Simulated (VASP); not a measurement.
# Bi3F (P6/mmm) in VASP: notebook

The runs below take Bi3F through single point, relaxation of cell and atoms, with PBE.

All numbers are computed with VASP 6.6.1; they aren't measurements. Logs are shortened: lines on timing, memory, paths and dates and some standing lists are left out, and cuts for length are marked.

## 1. The cell of the first run

Symmetry: P6/mmm, No. 191, hexagonal system. The conventional cell has a = 4.903 Å, b = 4.903 Å, c = 5.174 Å, α = 90.00°, β = 90.00°, γ = 120.00°. Within 3.4 Å of Bi (site symmetry 6/mmm) lie 2 F at 2.59 Å. Bi (site symmetry -6m2) has 3 F at 2.83 Å and 9 Bi at 2.83 to 3.83 Å within 3.9 Å. F (site symmetry 6/mmm) has 8 Bi at 2.59 to 2.83 Å within 3.4 Å.

## 2. Single point, PBE

Contents of INCAR:

```
SYSTEM = Bi3F
PREC = Accurate ; ENCUT = 600
EDIFF = 1E-6 ; ISMEAR = 0
SIGMA = 0.1 ; LREAL = .FALSE.
LASPH = .TRUE. ; NELM = 120
ALGO = Normal ; ISIF = 2
LWAVE = .FALSE. ; LCHARG = .TRUE.
GGA = PE ; LELF = .TRUE.
LVHAR = .TRUE. ; NBANDS = 34
GGA_COMPAT = .FALSE.
```

Contents of KPOINTS:

```
regular mesh
0
G
  6 6 4
  0 0 0
```

Contents of POSCAR:

```
Bi3F
1.0
    4.9025422377      0.0000000000      0.0000000000
   -2.4512711188      4.2457261210      0.0000000000
    0.0000000000      0.0000000000      5.1741245898
Bi F
3 1
Direct
    0.0000000000      0.0000000000      0.5000000000
    0.3333333333      0.6666666667      0.0000000000
    0.6666666667      0.3333333333      0.0000000000
    0.0000000000      0.0000000000      0.0000000000
```

Potentials or basis: VASP PAW PBE potentials, release 64 (Bi_d, F).

Launch:

```
cat potpaw_PBE.64/Bi_d/POTCAR potpaw_PBE.64/F/POTCAR > POTCAR
mpirun -np 1 vasp_std > vasp.out
```

OUTCAR:

```text
SYSTEM = Bi3F
   PREC = Accurate
   ENCUT = 600
   EDIFF = 1E-6
   ISMEAR = 0
   LREAL = .FALSE.
   LASPH = .TRUE.
   NELM = 120
   ISIF = 2
   GGA = PE

 ion  position               nearest neighbor table
   1  0.000  0.000  0.500-   4 2.59   4 2.59   2 3.83   2 3.83   3 3.83   3 3.83   2 3.83   2 3.83
                             3 3.83   3 3.83   3 3.83   3 3.83   2 3.83   2 3.83
   2  0.333  0.667  0.000-   4 2.83   3 2.83   3 2.83   4 2.83   4 2.83   3 2.83   1 3.83   1 3.83
                             1 3.83   1 3.83   1 3.83   1 3.83
   3  0.667  0.333  0.000-   4 2.83   2 2.83   2 2.83   4 2.83   4 2.83   2 2.83   1 3.83   1 3.83
                             1 3.83   1 3.83   1 3.83   1 3.83
   4  0.000  0.000  0.000-   1 2.59   1 2.59   3 2.83   2 2.83   2 2.83   3 2.83   3 2.83   2 2.83

  LATTYP: Found a hexagonal cell.
 ALAT       =     4.9025422377
 C/A-ratio  =     1.0553962289

  Lattice vectors:

 A1 = (   4.9025422377,   0.0000000000,   0.0000000000)
 A2 = (  -2.4512711188,   4.2457261210,   0.0000000000)
 A3 = (   0.0000000000,   0.0000000000,   5.1741245898)

Analysis of symmetry for initial positions (statically):
=====================================================================
 Subroutine PRICEL returns:
 Original cell was already a primitive cell.

 Routine SETGRP: Setting up the symmetry group for a
 hexagonal supercell.

 Subroutine GETGRP returns: Found 24 space group operations
 (whereof 24 operations were pure point group operations)
 out of a pool of 24 trial point group operations.

The static configuration has the point symmetry D_6h.

Analysis of symmetry for dynamics (positions and initial velocities):
=====================================================================
 Subroutine PRICEL returns:
 Original cell was already a primitive cell.

 Routine SETGRP: Setting up the symmetry group for a
 hexagonal supercell.

 Subroutine GETGRP returns: Found 24 space group operations
 (whereof 24 operations were pure point group operations)
 out of a pool of 24 trial point group operations.

The dynamic configuration has the point symmetry D_6h.

 Subroutine INISYM returns: Found 24 space group operations
 (whereof 24 operations are pure point group operations),
 and found     1 'primitive' translations

----------------------------------------------------------------------------------------

                                     Primitive cell
[... 90 lines left out ...]
   NELM   =    120;   NELMIN=  2; NELMDL= -5     # of ELM steps
   EDIFF  = 0.1E-05   stopping-criterion for ELM
   LREAL  =      F    real-space projection
   EDIFFG = 0.1E-04   stopping-criterion for IOM
   NSW    =      0    number of steps for IOM
   IBRION =     -1    ionic relax: 0-MD 1-quasi-New 2-CG
   NFREE  =      0    steps in history (QN), initial steepest desc. (CG)
   ISIF   =      2    stress and relaxation
   ISYM   =      2    0-nonsym 1-usesym 2-fastsym
   POTIM  = 0.5000    time-step for ionic-motion
   TEBEG  =    0.0;   TEEND  =   0.0 temperature during run
   PSTRESS=    0.0 pullay stress
   NELECT =      52.0000    total number of electrons
   NUPDOWN=      -1.0000    fix difference up-down
   EMIN   =  10.00;   EMAX   =-10.00  energy-range for DOS
   EFERMI =   0.00;   METHOD = LEGACY
   ISMEAR =     0;   SIGMA  =   0.10  broadening in eV -4-tet -1-fermi 0-gaus
   EFERMI_NEDOS =   21; number of points for ismear=-14 and -15
   IALGO  =     38    algorithm
   IMIX   =      4    mixing-type and parameters
     AMIX     =   0.40;   BMIX     =  1.00
     AMIX_MAG =   1.60;   BMIX_MAG =  1.00
  volume/ion in A,a.u.               =      26.92       181.70
  Fermi-wavevector in a.u.,A,eV,Ry     =   1.284318  2.427009 22.442436  1.649473
  Thomas-Fermi vector in A             =   2.416519
   LORBIT       =      0    0 simple, 1 ext, 2 COOP (PROOUT), +10 PAW based schemes
   GGA     = PE    functional components
   LHFCALC =     F    Hartree Fock is set to
   AEXX    =    0.0000 exact exchange contribution
   IVDW    =     0    specifies the selected vdW correction
   LEPSILON=     F    determine dielectric tensor
   LRPA    =     F    only Hartree local field effects (RPA)
 non-spin polarized calculation
 Gauss-broadening in eV      SIGMA  =   0.10
  energy-cutoff  :      600.00
  volume of cell :      107.70
 maximum number of plane-waves:      3605
 NGX is ok and might be reduce to    40
   NGX = 19   NGY = 19   NGZ = 21

 number of electron      51.9999989 magnetization

 Free energy of the ion-electron system (eV)
  ---------------------------------------------------
  ext. energy  EPLUGINS =         0.00000000
  ---------------------------------------------------
  free energy    TOTEN  =       -13.66610232 eV

  energy without entropy =      -13.62252282  energy(sigma->0) =      -13.64431257

 E-fermi :   6.6999     XC(G=0):  -9.8937

 val. band max:        6.6963567921   @ k =   0.1667   0.1667   0.2500
 cond. band min:       6.7053783652   @ k =   0.0000   0.0000   0.2500
 fundamental gap:      0.0090215732
 Fermi energy:         6.6999078473

 k-point     1 :       0.0000    0.0000    0.0000
  band No.  band energies     occupation
      1     -17.4102      2.00000
      2     -16.5124      2.00000
      3     -16.5124      2.00000
      4     -16.5020      2.00000
      5     -16.5020      2.00000
      6     -16.4915      2.00000
[... 766 lines left out ...]
     33      14.8606      0.00000
     34      14.8606      0.00000

------------------------ aborting loop because EDIFF is reached ----------------------------------------

  FORCE on cell =-STRESS in cart. coord.  units (eV):
  Direction    XX          YY          ZZ          XY          YZ          ZX
  --------------------------------------------------------------------------------------
  -------------------------------------------------------------------------------------
  Total       10.3663188     10.3663188     -2.5785820      0.0000000     -0.0000000      0.0000000
  in kB      154.2144040    154.2144040    -38.3602406      0.0000000     -0.0000000      0.0000000
  external PRESSURE =      90.0228558 kB  Pullay stress =       0.0000000 kB

 VOLUME and BASIS-vectors are now :
 -----------------------------------------------------------------------------
  energy-cutoff  :      600.00
  volume of cell :      107.70
      direct lattice vectors                 reciprocal lattice vectors
     4.902542238  0.000000000  0.000000000     0.203975805  0.117765486  0.000000000
    -2.451271119  4.245726121  0.000000000     0.000000000  0.235530972  0.000000000
     0.000000000  0.000000000  5.174124590     0.000000000  0.000000000  0.193269409

 POSITION                                       TOTAL-FORCE (eV/Angst)
 -----------------------------------------------------------------------------------
      0.00000      0.00000      2.58706        -0.000000      0.000000      0.000000
     -0.00000      2.83048      0.00000        -0.000000      0.000000      0.000000
      2.45127      1.41524      0.00000         0.000000     -0.000000      0.000000
      0.00000      0.00000      0.00000        -0.000000      0.000000      0.000000
 -----------------------------------------------------------------------------------
    total drift:                                0.000000     -0.000000      0.000000

  FREE ENERGIE OF THE ION-ELECTRON SYSTEM (eV)
  ---------------------------------------------------
  free  energy   TOTEN  =       -13.6661023154 eV

  energy  without entropy=      -13.6225228158  energy(sigma->0) =      -13.64431257
```

OSZICAR:

```text
N       E                     dE             d eps       ncg     rms          rms(c)
DAV:   1     0.641537311869E+03    0.64154E+03   -0.28945E+04  1428   0.207E+03
DAV:   2     0.635453574975E+02   -0.57799E+03   -0.56392E+03  1444   0.544E+02
DAV:   3    -0.113853571999E+02   -0.74931E+02   -0.73432E+02  1748   0.201E+02
DAV:   4    -0.146810811351E+02   -0.32957E+01   -0.32842E+01  1598   0.441E+01
DAV:   5    -0.148151303544E+02   -0.13405E+00   -0.13403E+00  2062   0.847E+00    0.623E+00
DAV:   6    -0.137325365669E+02    0.10826E+01   -0.50334E+00  1878   0.141E+01    0.280E+00
DAV:   7    -0.136814450291E+02    0.51092E-01   -0.68396E-01  1714   0.598E+00    0.126E+00
DAV:   8    -0.136714231244E+02    0.10022E-01   -0.84460E-02  1796   0.280E+00    0.666E-01
DAV:   9    -0.136659974152E+02    0.54257E-02   -0.19173E-02  1994   0.154E+00    0.121E-01
DAV:  10    -0.136660545831E+02   -0.57168E-04   -0.41546E-03  1724   0.535E-01    0.647E-02
DAV:  11    -0.136661033899E+02   -0.48807E-04   -0.55842E-04  1926   0.311E-01    0.186E-02
DAV:  12    -0.136661028189E+02    0.57094E-06   -0.81067E-05  1942   0.129E-01    0.109E-02
DAV:  13    -0.136661024565E+02    0.36245E-06   -0.18588E-05  1560   0.354E-02    0.620E-03
DAV:  14    -0.136661023154E+02    0.14109E-06   -0.38307E-06  1144   0.180E-02
   1 F= -.13666102E+02 E0= -.13644313E+02  d E =-.435795E-01
```

stdout:

```text
POSCAR found type information on POSCAR BiF
 POSCAR found :  2 types and       4 ions
 scaLAPACK will be used
 LDA part: xc-table for (Slater+PW92), standard interpolation
 POSCAR, INCAR and KPOINTS ok, starting setup
 FFT: planning ... GRIDC
 FFT: planning ... GRID_SOFT
 FFT: planning ... GRID
 WAVECAR not read
 entering main loop
```

Wall time 42 s (1 thread of Intel Xeon 6975P-C (Granite Rapids), shared host); peak memory 0.27 GiB.

Results:

- Free energy: -13.6661 eV
- Pressure: 9.0 GPa
- Band gap on the k mesh: zero (bands 26 and 27 overlap by 1.95 eV)

Stress tensor (GPa, compression positive):
```
15.42  0.00  0.00
 0.00 15.42  0.00
 0.00  0.00 -3.84
```

Caveat: the cell stands under pressure; spin-orbit coupling is left out, which moves the levels of the heavy elements.

## 3. Single point, PBE

This run uses another cell than the first one, of 29.84 Å³/atom.

Contents of INCAR:

```
PREC = Accurate
ENCUT = 600
EDIFF = 1E-6
ISMEAR = 0
SIGMA = 0.1
LREAL = F
LASPH = T
NELM = 120
ALGO = Normal
ISIF = 2
LWAVE = F
LCHARG = T
GGA = PE
LELF = T
LVHAR = T
NBANDS = 34
GGA_COMPAT = F
```

Contents of KPOINTS:

```
Automatic mesh
0
Gamma
  6 6 4
```

Contents of POSCAR:

```
Bi3F
1.0
    5.4440598605      0.0000000000      0.0000000000
   -2.7220299302      4.7146941390      0.0000000000
    0.0000000000      0.0000000000      4.6496041855
Bi F
3 1
Direct
    0.0000000000      0.0000000000      0.5000000000
    0.3333333333      0.6666666667      0.0000000000
    0.6666666667      0.3333333333      0.0000000000
    0.0000000000      0.0000000000      0.0000000000
```

Potentials or basis: VASP PAW PBE potentials, release 64 (Bi_d, F).

Launch:

```
cat potpaw_PBE.64/Bi_d/POTCAR potpaw_PBE.64/F/POTCAR > POTCAR
mpirun -np 1 vasp_std > vasp.out
```

OUTCAR:

```text
PREC = Accurate
   ENCUT = 600
   EDIFF = 1E-6
   ISMEAR = 0
   LREAL = F
   LASPH = T
   NELM = 120
   ISIF = 2
   GGA = PE

 ion  position               nearest neighbor table
   1  0.000  0.000  0.500-   4 2.32   4 2.32   2 3.91   2 3.91   3 3.91   3 3.91   3 3.91   3 3.91
                             2 3.91   2 3.91   3 3.91   3 3.91   2 3.91   2 3.91
   2  0.333  0.667  0.000-   3 3.14   3 3.14   3 3.14   1 3.91   1 3.91   1 3.91   1 3.91   1 3.91
                             1 3.91
   3  0.667  0.333  0.000-   2 3.14   2 3.14   2 3.14   1 3.91   1 3.91   1 3.91   1 3.91   1 3.91
[... 976 lines left out ...]
  --------------------------------------------------------------------------------------
  -------------------------------------------------------------------------------------
  Total       -0.0014581     -0.0014581      0.0214491     -0.0000000      0.0000000      0.0000000
  in kB       -0.0195749     -0.0195749      0.2879571     -0.0000000      0.0000000      0.0000000
  external PRESSURE =       0.0829358 kB  Pullay stress =       0.0000000 kB

 VOLUME and BASIS-vectors are now :
 -----------------------------------------------------------------------------
  energy-cutoff  :      600.00
  volume of cell :      119.34
      direct lattice vectors                 reciprocal lattice vectors
     5.444059861  0.000000000  0.000000000     0.183686445  0.106051418  0.000000000
    -2.722029930  4.714694139  0.000000000     0.000000000  0.212102836  0.000000000
     0.000000000  0.000000000  4.649604186     0.000000000  0.000000000  0.215072071

 POSITION                                       TOTAL-FORCE (eV/Angst)
 -----------------------------------------------------------------------------------
      0.00000      0.00000      2.32480        -0.000000      0.000000      0.000000
     -0.00000      3.14313      0.00000         0.000000      0.000000      0.000000
      2.72203      1.57156      0.00000        -0.000000     -0.000000      0.000000
      0.00000      0.00000      0.00000         0.000000      0.000000      0.000000
 -----------------------------------------------------------------------------------
    total drift:                               -0.000000      0.000000      0.000000

  FREE ENERGIE OF THE ION-ELECTRON SYSTEM (eV)
  ---------------------------------------------------
  free  energy   TOTEN  =       -14.8689289447 eV

  energy  without entropy=      -14.8524495264  energy(sigma->0) =      -14.86068924
```

OSZICAR:

```text
N       E                     dE             d eps       ncg     rms          rms(c)
DAV:   1     0.620949146045E+03    0.62095E+03   -0.28709E+04  1428   0.199E+03
DAV:   2     0.604661429696E+02   -0.56048E+03   -0.54656E+03  1452   0.526E+02
DAV:   3    -0.124399623372E+02   -0.72906E+02   -0.71613E+02  1718   0.196E+02
DAV:   4    -0.157926798188E+02   -0.33527E+01   -0.33343E+01  1574   0.439E+01
DAV:   5    -0.159356643340E+02   -0.14298E+00   -0.14297E+00  1978   0.870E+00    0.600E+00
DAV:   6    -0.148784425307E+02    0.10572E+01   -0.43074E+00  1890   0.145E+01    0.216E+00
DAV:   7    -0.148786280814E+02   -0.18555E-03   -0.47300E-01  1482   0.371E+00    0.120E+00
DAV:   8    -0.148702358104E+02    0.83923E-02   -0.71394E-02  1612   0.176E+00    0.318E-01
DAV:   9    -0.148687343121E+02    0.15015E-02   -0.11681E-02  2146   0.940E-01    0.862E-02
DAV:  10    -0.148689321045E+02   -0.19779E-03   -0.22780E-03  1752   0.412E-01    0.341E-02
DAV:  11    -0.148689246666E+02    0.74379E-05   -0.23974E-04  1852   0.142E-01    0.100E-02
DAV:  12    -0.148689283079E+02   -0.36413E-05   -0.48456E-05  1648   0.440E-02    0.520E-03
DAV:  13    -0.148689289447E+02   -0.63680E-06   -0.77609E-06  1692   0.180E-02
   1 F= -.14868929E+02 E0= -.14860689E+02  d E =-.164794E-01
```

stdout:

```text
POSCAR found type information on POSCAR BiF
 POSCAR found :  2 types and       4 ions
 scaLAPACK will be used
 LDA part: xc-table for (Slater+PW92), standard interpolation
 POSCAR, INCAR and KPOINTS ok, starting setup
 FFT: planning ... GRIDC
 FFT: planning ... GRID_SOFT
 FFT: planning ... GRID
 WAVECAR not read
 entering main loop
```

It took 49 s on 1 thread of Intel Xeon 6975P-C (Granite Rapids), shared host; peak memory 0.32 GiB.

Results:

```
Free energy            : -14.8689 eV
Pressure               : 0.0 GPa
Band gap on the k mesh : zero (bands 26 and 27 overlap by 1.78 eV)
```

Caveat: spin-orbit coupling is left out, which moves the levels of the heavy elements.

[end of part 1 of 2]
